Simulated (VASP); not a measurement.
# K (Fd-3m) in VASP: notebook

K is run at these levels: LDA; tasks: single point.

All numbers are computed with VASP 6.6.1; they aren't measurements. Logs are shortened: lines on timing, memory, paths and dates and some standing lists are left out, and cuts for length are marked.

## (1) The cell of the first run

The structure is cubic, space group Fd-3m (No. 227). The conventional cell has a = 9.054 Å, b = 9.054 Å, c = 9.054 Å, α = 90.00°, β = 90.00°, γ = 90.00°. Within 5.1 Å of K (site symmetry -43m) lie 4 K at 3.92 Å.

## (2) Single point, LDA

Input file INCAR:

```
ALGO = Normal
EDIFF = 1E-7
ENCUT = 520
GGA = CA
ISIF = 2
ISMEAR = -1
LASPH = T
LCHARG = T
LELF = T
LREAL = F
LVHAR = T
LWAVE = F
NBANDS = 16
NELM = 60
PREC = Accurate
SIGMA = 0.05
```

Input file KPOINTS:

```
k-points
0
Gamma
  8 8 8
```

Input file POSCAR:

```
K
1.0
    0.0000000000      4.5272447297      4.5272447297
    4.5272447297      0.0000000000      4.5272447297
    4.5272447297      4.5272447297      0.0000000000
K
2
Direct
   -0.1250000000     -0.1250000000     -0.1250000000
    0.1250000000      0.1250000000      0.1250000000
```

Potentials or basis: VASP PAW LDA potentials, release 64 (K_sv).

On the command line:

```bash
cat potpaw_LDA.64/K_sv/POTCAR > POTCAR
mpirun -np 1 vasp_std > vasp.out
```

OUTCAR:

```text
EDIFF = 1E-7
   ENCUT = 520
   GGA = CA
   ISIF = 2
   ISMEAR = -1
   LASPH = T
   LREAL = F
   NELM = 60
   PREC = Accurate

 ion  position               nearest neighbor table
   1  0.875  0.875  0.875-
   2  0.125  0.125  0.125-

  LATTYP: Found a face centered cubic cell.
 ALAT       =     9.0544894594

  Lattice vectors:

 A1 = (   0.0000000000,   4.5272447297,   4.5272447297)
 A2 = (   4.5272447297,   0.0000000000,   4.5272447297)
 A3 = (   4.5272447297,   4.5272447297,   0.0000000000)

Analysis of symmetry for initial positions (statically):
=====================================================================
 Subroutine PRICEL returns:
 Original cell was already a primitive cell.

 Routine SETGRP: Setting up the symmetry group for a
 face centered cubic supercell.

 Subroutine GETGRP returns: Found 48 space group operations
 (whereof 12 operations were pure point group operations)
 out of a pool of 48 trial point group operations.

The static configuration has the point symmetry D_3d.
 The point group associated with its full space group is O_h .

Analysis of symmetry for dynamics (positions and initial velocities):
=====================================================================
 Subroutine PRICEL returns:
 Original cell was already a primitive cell.

 Routine SETGRP: Setting up the symmetry group for a
 face centered cubic supercell.

 Subroutine GETGRP returns: Found 48 space group operations
 (whereof 12 operations were pure point group operations)
 out of a pool of 48 trial point group operations.

The dynamic configuration has the point symmetry D_3d.
 The point group associated with its full space group is O_h .

 Subroutine INISYM returns: Found 48 space group operations
 (whereof 12 operations are pure point group operations),
 and found     1 'primitive' translations

----------------------------------------------------------------------------------------

                                     Primitive cell

  volume of cell :     185.5803

[... 78 lines left out ...]
 SYSTEM =  unknown system
   PREC   = accura    normal or accurate (medium, high low for compatibility)
   ISTART =      0    job   : 0-new  1-cont  2-samecut
   ICHARG =      2    charge: 1-file 2-atom 10-const
   ISPIN  =      1    spin polarized calculation?
   LNONCOLLINEAR =      F non collinear calculations
   LSORBIT =      F    spin-orbit coupling
   LASPH  =      T    aspherical Exc in radial PAW
   ENCUT  =  520.0 eV  38.22 Ry    6.18 a.u.  11.90 11.90 11.90*2*pi/ulx,y,z
   NELM   =     60;   NELMIN=  2; NELMDL= -5     # of ELM steps
   EDIFF  = 0.1E-06   stopping-criterion for ELM
   LREAL  =      F    real-space projection
   EDIFFG = 0.1E-05   stopping-criterion for IOM
   NSW    =      0    number of steps for IOM
   IBRION =     -1    ionic relax: 0-MD 1-quasi-New 2-CG
   NFREE  =      0    steps in history (QN), initial steepest desc. (CG)
   ISIF   =      2    stress and relaxation
   ISYM   =      2    0-nonsym 1-usesym 2-fastsym
   POTIM  = 0.5000    time-step for ionic-motion
   TEBEG  =    0.0;   TEEND  =   0.0 temperature during run
   PSTRESS=    0.0 pullay stress
   NELECT =      18.0000    total number of electrons
   NUPDOWN=      -1.0000    fix difference up-down
   EMIN   =  10.00;   EMAX   =-10.00  energy-range for DOS
   EFERMI =   0.00;   METHOD = LEGACY
   ISMEAR =    -1;   SIGMA  =   0.05  broadening in eV -4-tet -1-fermi 0-gaus
   EFERMI_NEDOS =   21; number of points for ismear=-14 and -15
   IALGO  =     38    algorithm
   IMIX   =      4    mixing-type and parameters
     AMIX     =   0.40;   BMIX     =  1.00
     AMIX_MAG =   1.60;   BMIX_MAG =  1.00
  volume/ion in A,a.u.               =      92.79       626.18
  Fermi-wavevector in a.u.,A,eV,Ry     =   0.752180  1.421414  7.697830  0.565775
  Thomas-Fermi vector in A             =   1.849331
   LORBIT       =      0    0 simple, 1 ext, 2 COOP (PROOUT), +10 PAW based schemes
   GGA     = CA    functional components
   LHFCALC =     F    Hartree Fock is set to
   AEXX    =    0.0000 exact exchange contribution
   IVDW    =     0    specifies the selected vdW correction
   LEPSILON=     F    determine dielectric tensor
   LRPA    =     F    only Hartree local field effects (RPA)
 non-spin polarized calculation
  energy-cutoff  :      520.00
  volume of cell :      185.58
 maximum number of plane-waves:      5044
   NGX = 23   NGY = 23   NGZ = 23

 number of electron      18.0000003 magnetization

 Free energy of the ion-electron system (eV)
  ---------------------------------------------------
  ext. energy  EPLUGINS =         0.00000000
  ---------------------------------------------------
  free energy    TOTEN  =        -1.70688522 eV

  energy without entropy =       -1.69434543  energy(sigma->0) =       -1.70061533

 E-fermi :  -0.6584     XC(G=0):  -5.2112

 val. band max:       -0.8013976164   @ k =   0.5000   0.0000   0.0000
 cond. band min:      -0.6483344139   @ k =   0.5000   0.1250   0.0000
 fundamental gap:      0.1530632026
 Fermi energy:        -0.6584034503

 k-point     1 :       0.0000    0.0000    0.0000
  band No.  band energies     occupation
      1     -32.9302      2.00000
      2     -32.9014      2.00000
      3     -16.6851      2.00000
      4     -16.6851      2.00000
      5     -16.6851      2.00000
      6     -16.5807      2.00000
[... 433 lines left out ...]
      3     -16.7071      2.00000
      4     -16.7009      2.00000
      5     -16.6629      2.00000
      6     -16.6052      2.00000
[... 8 lines left out ...]
     15       2.3485      0.00000
     16       2.7218      0.00000

 [... further k-points ...]

------------------------ aborting loop because EDIFF is reached ----------------------------------------

  FORCE on cell =-STRESS in cart. coord.  units (eV):
  Direction    XX          YY          ZZ          XY          YZ          ZX
  --------------------------------------------------------------------------------------
  -------------------------------------------------------------------------------------
  Total        0.0502472      0.0502472      0.0502472      0.0000000     -0.0000000     -0.0000000
  in kB        0.4338007      0.4338007      0.4338007      0.0000000     -0.0000000     -0.0000000
  external PRESSURE =       0.4338007 kB  Pullay stress =       0.0000000 kB

 VOLUME and BASIS-vectors are now :
 -----------------------------------------------------------------------------
  energy-cutoff  :      520.00
  volume of cell :      185.58
      direct lattice vectors                 reciprocal lattice vectors
     0.000000000  4.527244730  4.527244730    -0.110442450  0.110442450  0.110442450
     4.527244730  0.000000000  4.527244730     0.110442450 -0.110442450  0.110442450
     4.527244730  4.527244730  0.000000000     0.110442450  0.110442450 -0.110442450

 POSITION                                       TOTAL-FORCE (eV/Angst)
 -----------------------------------------------------------------------------------
      7.92268      7.92268      7.92268         0.000000      0.000000      0.000000
      1.13181      1.13181      1.13181        -0.000000     -0.000000     -0.000000
 -----------------------------------------------------------------------------------
    total drift:                                0.000000      0.000000      0.000000

  FREE ENERGIE OF THE ION-ELECTRON SYSTEM (eV)
  ---------------------------------------------------
  free  energy   TOTEN  =        -1.7068852208 eV

  energy  without entropy=       -1.6943454328  energy(sigma->0) =       -1.70061533
```

OSZICAR:

```text
N       E                     dE             d eps       ncg     rms          rms(c)
DAV:   1     0.115478712947E+03    0.11548E+03   -0.73281E+03   928   0.857E+02
DAV:   2     0.771646618682E+01   -0.10776E+03   -0.10552E+03  1176   0.268E+02
DAV:   3    -0.116106675770E+01   -0.88775E+01   -0.88458E+01  1664   0.544E+01
DAV:   4    -0.170140758766E+01   -0.54034E+00   -0.53997E+00  1344   0.989E+00
DAV:   5    -0.171102580963E+01   -0.96182E-02   -0.96170E-02  1520   0.114E+00    0.205E+00
DAV:   6    -0.170807306210E+01    0.29527E-02   -0.39359E-03  1344   0.457E-01    0.134E+00
DAV:   7    -0.170695236235E+01    0.11207E-02   -0.78699E-03  1680   0.454E-01    0.118E-01
DAV:   8    -0.170688577531E+01    0.66587E-04   -0.11001E-03  1224   0.267E-01    0.440E-02
DAV:   9    -0.170688524180E+01    0.53350E-06   -0.71792E-05  1560   0.640E-02    0.269E-02
DAV:  10    -0.170688495416E+01    0.28765E-06   -0.67580E-06  1504   0.176E-02    0.797E-03
DAV:  11    -0.170688524960E+01   -0.29544E-06   -0.11248E-06  1384   0.670E-03    0.573E-03
DAV:  12    -0.170688522085E+01    0.28751E-07   -0.71995E-08  1056   0.190E-03
   1 F= -.17068852E+01 E0= -.17006153E+01  d E =-.125398E-01
```

Wall time 88 s (1 thread of AMD EPYC 9R45 (Zen 5), shared host); peak memory 0.24 GiB.

What came out:

* Free energy: -1.7069 eV
* Pressure: 0.0 GPa
* Band gap on the k mesh: zero (band 9 reaches -0.39 eV, above the bottom of band 10 at -0.80 eV)

## (3) Single point, LDA

Input file INCAR:

```
SYSTEM = K
  ALGO = Normal
  EDIFF = 1E-6
  ENCUT = 520
  GGA = CA
  ISIF = 2
  ISMEAR = -1
  LASPH = .True.
  LCHARG = .False.
  LREAL = .False.
  LWAVE = .False.
  NBANDS = 16
  NELM = 60
  PREC = Accurate
  SIGMA = 0.05
```

Input file KPOINTS:

```
k-points
0
Gamma
  8 8 8
  0 0 0
```

POSCAR is that of step 2.

Potentials or basis: VASP PAW LDA potentials, release 64 (K_sv).

On the command line:

```bash
cat potpaw_LDA.64/K_sv/POTCAR > POTCAR
mpirun -np 1 vasp_std > vasp.out
```

It took 70 s on 1 thread of AMD EPYC 9R45 (Zen 5), shared host; peak memory 0.23 GiB.

Results (log left out):

| Quantity | Value |
| --- | --- |
| Free energy | -1.7069 eV |
| Pressure | 0.0 GPa |
| Band gap on the k mesh | zero (band 9 reaches -0.39 eV, above the bottom of band 10 at -0.80 eV) |

Levels at points of the mesh, in eV from the Fermi level:
```csv
k point,band 6,band 7,band 8,band 9,band 10,band 11,band 12,band 13
"(0.00, 0.00, 0.00)",-15.92,-15.92,-15.92,-1.92,2.42,2.42,2.42,2.68
"(0.50, 0.00, 0.00)",-15.93,-15.91,-15.91,-0.69,-0.14,2.13,2.13,2.51
"(0.50, 0.50, 0.00)",-15.98,-15.90,-15.90,0.01,0.01,1.38,1.38,1.89
```
